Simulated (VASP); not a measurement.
# BaTiO3 (Amm2) in VASP: single point with PBE

Aim: the single point of BaTiO3 with PBE.

Program: VASP 6.6.1. These are calculated values, not measurements. Logs are shortened: lines on timing, memory, paths and dates and some standing lists are left out, and cuts for length are marked.

## (1) The cell of the first run

It takes space group Amm2 (No. 38, orthorhombic). Conventional cell: a = 3.969 Å, b = 5.652 Å, c = 5.669 Å, α = 90.00°, β = 90.00°, γ = 90.00°. Ba (site symmetry mm2) has 12 O at 2.79 to 2.88 Å and 8 Ti at 3.42 to 3.50 Å within 3.7 Å. Ti (site symmetry mm2) has 6 O at 1.94 to 2.06 Å within 2.6 Å. O (site symmetry mm2) has 2 Ti at 1.99 Å within 2.6 Å. Within 2.6 Å of O (site symmetry m) lie 2 Ti at 1.94 to 2.06 Å.

## (2) Single point, PBE

Contents of INCAR:

```
  PREC = Accurate
  ENCUT = 520
  EDIFF = 1E-6
  ISMEAR = -1
  SIGMA = 0.1
  LREAL = False
  LASPH = True
  NELM = 100
  ALGO = Normal
  ISIF = 2
  LWAVE = False
  LCHARG = True
  GGA = PE
  LELF = True
  LVHAR = True
  NBANDS = 51
```

Contents of KPOINTS:

```
Automatic mesh
0
Gamma
  4 6 6
```

Contents of POSCAR:

```
BaTiO3
1.0
   -7.9371265700      0.0000000000      0.0000000000
    0.0000000000     -2.8259864100      2.8347022900
    0.0000000000      2.8259864100      2.8347022900
Ba Ti O
2 2 6
Direct
    0.0000000000      0.0000000000      0.0000000000
    0.5000000000      0.0000000000      0.0000000000
    0.2500000000      0.5079000000      0.5079000000
    0.7500000000      0.5079000000      0.5079000000
    0.0000000000      0.4921000000      0.4921000000
    0.5000000000      0.4921000000      0.4921000000
    0.2500000000      0.9937100000      0.5025100000
    0.7500000000      0.9937100000      0.5025100000
    0.2500000000      0.5025100000      0.9937100000
    0.7500000000      0.5025100000      0.9937100000
```

Potentials or basis: VASP PAW PBE potentials, release 64 (Ba_sv, Ti_sv, O).

On the command line:

```bash
$ cat potpaw_PBE.64/Ba_sv/POTCAR potpaw_PBE.64/Ti_sv/POTCAR potpaw_PBE.64/O/POTCAR > POTCAR
$ mpirun -np 1 vasp_std > vasp.out
```

OUTCAR:

```text
PREC = Accurate
   ENCUT = 520
   EDIFF = 1E-6
   ISMEAR = -1
   LREAL = False
   LASPH = True
   NELM = 100
   ISIF = 2
   GGA = PE

 ion  position               nearest neighbor table
   1  0.000  0.000  0.000-   5 2.79   7 2.81   8 2.81   9 2.81  10 2.81  10 2.83   7 2.83   8 2.83
                             9 2.83   5 2.83   5 2.83   5 2.88   3 3.42   4 3.42   3 3.45   4 3.45
   2  0.500  0.000  0.000-   6 2.79   7 2.81   8 2.81   9 2.81  10 2.81  10 2.83   7 2.83   8 2.83
                             9 2.83   6 2.83   6 2.83   6 2.88   3 3.42   4 3.42   3 3.45   4 3.45
   3  0.250  0.508  0.508-   7 1.94   9 1.94   5 1.99   6 1.99   9 2.06   7 2.06   1 3.42   2 3.42
                             1 3.45   1 3.45   2 3.45   2 3.45   1 3.50   2 3.50
   4  0.750  0.508  0.508-   8 1.94  10 1.94   5 1.99   6 1.99  10 2.06   8 2.06   1 3.42   2 3.42
                             1 3.45   1 3.45   2 3.45   2 3.45   1 3.50   2 3.50
   5  0.000  0.492  0.492-   3 1.99   4 1.99   1 2.79   1 2.83   1 2.83   1 2.88
   6  0.500  0.492  0.492-   3 1.99   4 1.99   2 2.79   2 2.83   2 2.83   2 2.88
   7  0.250  0.994  0.503-   3 1.94   3 2.06   2 2.81   1 2.81   1 2.83   2 2.83
   8  0.750  0.994  0.503-   4 1.94   4 2.06   2 2.81   1 2.81   1 2.83   2 2.83
   9  0.250  0.503  0.994-   3 1.94   3 2.06   2 2.81   1 2.81   1 2.83   2 2.83
  10  0.750  0.503  0.994-   4 1.94   4 2.06   2 2.81   1 2.81   1 2.83   2 2.83

  LATTYP: Found a base centered orthorhombic cell.
 ALAT       =     5.6519728200
 B/A-ratio  =     1.0030841903
 C/A-ratio  =     1.4043108173

  Lattice vectors:

 A1 = (   0.0000000000,  -2.8259864100,  -2.8347022900)
 A2 = (   0.0000000000,  -2.8259864100,   2.8347022900)
 A3 = (  -7.9371265700,   0.0000000000,   0.0000000000)

Analysis of symmetry for initial positions (statically):
=====================================================================
 Subroutine PRICEL returns following result:

  LATTYP: Found a base centered orthorhombic cell.
 ALAT       =     5.6519728200
 B/A-ratio  =     1.0030841903
 C/A-ratio  =     0.7021554086

  Lattice vectors:

 A1 = (   0.0000000000,  -2.8259864100,  -2.8347022900)
 A2 = (   0.0000000000,  -2.8259864100,   2.8347022900)
 A3 = (  -3.9685632850,   0.0000000000,   0.0000000000)

   2 primitive cells build up your supercell.

 Routine SETGRP: Setting up the symmetry group for a
 base centered orthorhombic supercell.

 Subroutine GETGRP returns: Found  4 space group operations
 (whereof  4 operations were pure point group operations)
 out of a pool of  8 trial point group operations.

The static configuration has the point symmetry C_2v.

Analysis of symmetry for dynamics (positions and initial velocities):
=====================================================================
 Subroutine PRICEL returns following result:

  LATTYP: Found a base centered orthorhombic cell.
 ALAT       =     5.6519728200
 B/A-ratio  =     1.0030841903
 C/A-ratio  =     0.7021554086

  Lattice vectors:

 A1 = (   0.0000000000,  -2.8259864100,  -2.8347022900)
 A2 = (   0.0000000000,  -2.8259864100,   2.8347022900)
 A3 = (  -3.9685632850,   0.0000000000,   0.0000000000)

   2 primitive cells build up your supercell.

 Routine SETGRP: Setting up the symmetry group for a
 base centered orthorhombic supercell.

 Subroutine GETGRP returns: Found  4 space group operations
 (whereof  4 operations were pure point group operations)
 out of a pool of  8 trial point group operations.

The dynamic configuration has the point symmetry C_2v.

 Subroutine INISYM returns: Found  4 space group operations
 (whereof  4 operations are pure point group operations),
 and found     2 'primitive' translations

----------------------------------------------------------------------------------------

                                     Primitive cell

  volume of cell :      63.5830

  direct lattice vectors                    reciprocal lattice vectors
     0.000000000 -2.825986410 -2.834702290     0.000000000 -0.176929372 -0.176385366
     0.000000000 -2.825986410  2.834702290     0.000000000 -0.176929372  0.176385366
    -3.968563285  0.000000000  0.000000000    -0.251980359  0.000000000  0.000000000

  length of vectors
     4.002716111  4.002716111  3.968563285     0.249831543  0.249831543  0.251980359

  position of ions in fractional coordinates (direct lattice)
     0.000000000  0.000000000  0.000000000
     0.492100000  0.507900000  0.500000000
     0.507900000  0.492100000  0.000000000
     0.497490000  0.993710000  0.500000000
     0.006290000  0.502510000  0.500000000

  ion indices of the primitive-cell ions
   primitive index   ion index
                 1           1
                 2           3
                 3           5
                 4           7
                 5           9

----------------------------------------------------------------------------------------

 KPOINTS: Automatic mesh

Automatic generation of k-mesh.
 Grid dimensions read from file:
 generate k-points for:    4    6    6

 Generating k-lattice:

  Cartesian coordinates                     Fractional coordinates (reciprocal lattice)
    -0.031497545  0.000000000  0.000000000     0.250000000  0.000000000  0.000000000
     0.000000000 -0.029488229  0.029397561     0.000000000  0.166666667 -0.000000000
     0.000000000  0.029488229  0.029397561     0.000000000 -0.000000000  0.166666667

  Length of vectors
     0.031497545  0.041638590  0.041638590

  Shift w.r.t. Gamma in fractional coordinates (k-lattice)
     0.000000000  0.000000000  0.000000000

 Subroutine IBZKPT returns following result:
 ===========================================

 Found     39 irreducible k-points:

 Following reciprocal coordinates:
            Coordinates               Weight
  0.000000  0.000000  0.000000      1.000000
  0.250000  0.000000  0.000000      2.000000
  0.500000  0.000000  0.000000      1.000000
  0.000000  0.166667  0.000000      4.000000
  0.250000  0.166667  0.000000      8.000000
  0.500000  0.166667  0.000000      4.000000
[... 16 lines left out ...]
  0.250000 -0.333333  0.166667      8.000000
  0.500000 -0.333333  0.166667      4.000000
 [... further k-points ...]
   k-points           NKPTS =     39   k-points in BZ     NKDIM =     39   number of bands    NBANDS=     51
   number of dos      NEDOS =    301   number of ions     NIONS =     10
   total plane-waves  NPLWV =  54000
   dimension x,y,z NGX =    60 NGY =   30 NGZ =   30
   dimension x,y,z NGXF=   120 NGYF=   60 NGZF=   60
   ions per type =               2   2   6
   NGX,Y,Z   is equivalent  to a cutoff of  12.57, 12.46, 12.46 a.u.
   NGXF,Y,Z  is equivalent  to a cutoff of  25.13, 24.92, 24.92 a.u.
 SYSTEM =  unknown system
   PREC   = accura    normal or accurate (medium, high low for compatibility)
   ISTART =      0    job   : 0-new  1-cont  2-samecut
   ICHARG =      2    charge: 1-file 2-atom 10-const
   ISPIN  =      1    spin polarized calculation?
   LNONCOLLINEAR =      F non collinear calculations
   LSORBIT =      F    spin-orbit coupling
   LASPH  =      T    aspherical Exc in radial PAW
   ENCUT  =  520.0 eV  38.22 Ry    6.18 a.u.  14.76  7.44  7.44*2*pi/ulx,y,z
   NELM   =    100;   NELMIN=  2; NELMDL= -5     # of ELM steps
   EDIFF  = 0.1E-05   stopping-criterion for ELM
   LREAL  =      F    real-space projection
   EDIFFG = 0.1E-04   stopping-criterion for IOM
   NSW    =      0    number of steps for IOM
   IBRION =     -1    ionic relax: 0-MD 1-quasi-New 2-CG
   NFREE  =      0    steps in history (QN), initial steepest desc. (CG)
   ISIF   =      2    stress and relaxation
   ISYM   =      2    0-nonsym 1-usesym 2-fastsym
   POTIM  = 0.5000    time-step for ionic-motion
   TEBEG  =    0.0;   TEEND  =   0.0 temperature during run
   PSTRESS=    0.0 pullay stress
   NELECT =      80.0000    total number of electrons
   NUPDOWN=      -1.0000    fix difference up-down
   EMIN   =  10.00;   EMAX   =-10.00  energy-range for DOS
   EFERMI =   0.00;   METHOD = LEGACY
   ISMEAR =    -1;   SIGMA  =   0.10  broadening in eV -4-tet -1-fermi 0-gaus
   EFERMI_NEDOS =   21; number of points for ismear=-14 and -15
   IALGO  =     38    algorithm
   IMIX   =      4    mixing-type and parameters
     AMIX     =   0.40;   BMIX     =  1.00
     AMIX_MAG =   1.60;   BMIX_MAG =  1.00
  volume/ion in A,a.u.               =      12.72        85.82
  Fermi-wavevector in a.u.,A,eV,Ry     =   1.402753  2.650819 26.772403  1.967716
  Thomas-Fermi vector in A             =   2.525483
   LORBIT       =      0    0 simple, 1 ext, 2 COOP (PROOUT), +10 PAW based schemes
   GGA     = PE    functional components
   LHFCALC =     F    Hartree Fock is set to
   AEXX    =    0.0000 exact exchange contribution
   IVDW    =     0    specifies the selected vdW correction
   LEPSILON=     F    determine dielectric tensor
   LRPA    =     F    only Hartree local field effects (RPA)
 non-spin polarized calculation
  energy-cutoff  :      520.00
  volume of cell :      127.17
 maximum number of plane-waves:      3462
 NGX is ok and might be reduce to    60
   NGX = 29   NGY = 15   NGZ = 15

 number of electron      79.9999995 magnetization

 Free energy of the ion-electron system (eV)
  ---------------------------------------------------
  ext. energy  EPLUGINS =         0.00000000
  ---------------------------------------------------
  free energy    TOTEN  =       -79.90226390 eV

  energy without entropy =      -79.90221312  energy(sigma->0) =      -79.90223851

 E-fermi :   4.8598     XC(G=0): -11.3023

 val. band max:        3.9008665422   @ k =   0.0000   0.5000   0.5000
 cond. band min:       5.7151948681   @ k =   0.0000   0.0000   0.0000
 fundamental gap:      1.8143283260
 Fermi energy:         4.8598182407

 k-point     1 :       0.0000    0.0000    0.0000
  band No.  band energies     occupation
      1     -52.6645      2.00000
      2     -52.6634      2.00000
      3     -28.9407      2.00000
      4     -28.8887      2.00000
      5     -28.8865      2.00000
      6     -28.8864      2.00000
[... 43 lines left out ...]
     50       8.9079      0.00000
     51       9.0035      0.00000
[... 1240 lines left out ...]
     50      10.3840      0.00000
     51      11.3287      0.00000

 [... further k-points ...]

------------------------ aborting loop because EDIFF is reached ----------------------------------------

  FORCE on cell =-STRESS in cart. coord.  units (eV):
  Direction    XX          YY          ZZ          XY          YZ          ZX
  --------------------------------------------------------------------------------------
  -------------------------------------------------------------------------------------
  Total        5.2185361      4.6338926      4.0472411      0.0000000      0.0000000      0.0000000
  in kB       65.7488934     58.3829083     50.9916227      0.0000000      0.0000000      0.0000000
  external PRESSURE =      58.3744748 kB  Pullay stress =       0.0000000 kB

 VOLUME and BASIS-vectors are now :
 -----------------------------------------------------------------------------
  energy-cutoff  :      520.00
  volume of cell :      127.17
      direct lattice vectors                 reciprocal lattice vectors
    -7.937126570  0.000000000  0.000000000    -0.125990179  0.000000000  0.000000000
     0.000000000 -2.825986410  2.834702290     0.000000000 -0.176929372  0.176385366
     0.000000000  2.825986410  2.834702290     0.000000000  0.176929372  0.176385366

 POSITION                                       TOTAL-FORCE (eV/Angst)
 -----------------------------------------------------------------------------------
      0.00000      0.00000      0.00000         0.000000      0.000000      0.087998
     -3.96856      0.00000      0.00000         0.000000      0.000000      0.087998
     -1.98428      0.00000      2.87949         0.000000      0.000000      0.139610
     -5.95284      0.00000      2.87949        -0.000000      0.000000      0.139610
      0.00000      0.00000      2.78991        -0.000000      0.000000      0.093350
     -3.96856      0.00000      2.78991         0.000000      0.000000      0.093350
     -1.98428     -1.38812      4.24134         0.000000     -0.031922     -0.160479
     -5.95284     -1.38812      4.24134         0.000000     -0.031922     -0.160479
     -1.98428      1.38812      4.24134         0.000000      0.031922     -0.160479
     -5.95284      1.38812      4.24134         0.000000      0.031922     -0.160479
 -----------------------------------------------------------------------------------
    total drift:                               -0.000000      0.000000      0.000027

  FREE ENERGIE OF THE ION-ELECTRON SYSTEM (eV)
  ---------------------------------------------------
  free  energy   TOTEN  =       -79.9022639035 eV

  energy  without entropy=      -79.9022131170  energy(sigma->0) =      -79.90223851
```

Run time: 3.9 min. Hardware: 1 thread of Intel Xeon Platinum 8259CL at 2.50GHz (Skylake/Cascade Lake), shared host; peak memory 0.36 GiB.

What came out:

| Item | Value |
| --- | --- |
| Free energy | -79.9023 eV |
| Pressure | 5.8 GPa |
| Largest force | 0.164 eV/Å |
| Band gap on the k mesh | 1.81 eV |

Forces on the atoms (eV/Å):
```
Ba   0.000  0.000  0.088
Ba   0.000  0.000  0.088
Ti   0.000  0.000  0.140
Ti   0.000  0.000  0.140
O    0.000  0.000  0.093
O    0.000  0.000  0.093
O    0.000 -0.032 -0.160
O    0.000 -0.032 -0.160
O    0.000  0.032 -0.160
O    0.000  0.032 -0.160
```

Caveat: the cell stands under pressure; spin-orbit coupling is left out, which moves the levels of the heavy elements.
